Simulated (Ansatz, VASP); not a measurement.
One calculation of Si4N, two programs

```xyz
5
Lattice="3.8333 0.0000 0.0000 0.0000 3.8333 0.0000 0.0000 0.0000 21.1035" Properties=species:S:1:pos:R:3 pbc="T T T"
Si    0.0000    1.9167    4.0000
Si    0.0000    0.0000    5.3553
Si    1.9167    0.0000    6.7680
Si    1.9167    1.9167    8.1035
N     3.3542    3.3542   10.3035
```

Alike in both runs: task single point; functional PBE; dispersion D3(BJ); k mesh 7 × 7 × 1; occupations gaussian, width 0.05 eV; collinear spin.

|  | VASP | Ansatz |
| --- | --- | --- |
| version | VASP 6.6.1 | Ansatz 0.2.0 |
| potentials or method | VASP PAW PBE potentials, release 64 (Si, N), cutoff 520 eV | scalar-relativistic, plane waves, PAW |
| valence electrons in the cell | 21 | 21 |

```csv
,VASP,Ansatz,Ansatz less VASP
gap on the k mesh at the Fermi level (eV),none,none,-
rms of the force components (eV/Å),0.220,0.221,+0.0007
net moment per atom (μB),0.49,0.49,0.000
size of the moment on the site where the two differ most (μB),1.78,2.50,+0.721
"work function, face that differs most (eV)",5.28,5.28,-0.001
```

Site moments also hang on the region over which each program counts them. Atom by atom the forces differ by 0.002 eV/Å (rms over components). A gap of «none» marks a metal or a gap that the smearing closes. Ansatz's warnings: stability check not made.
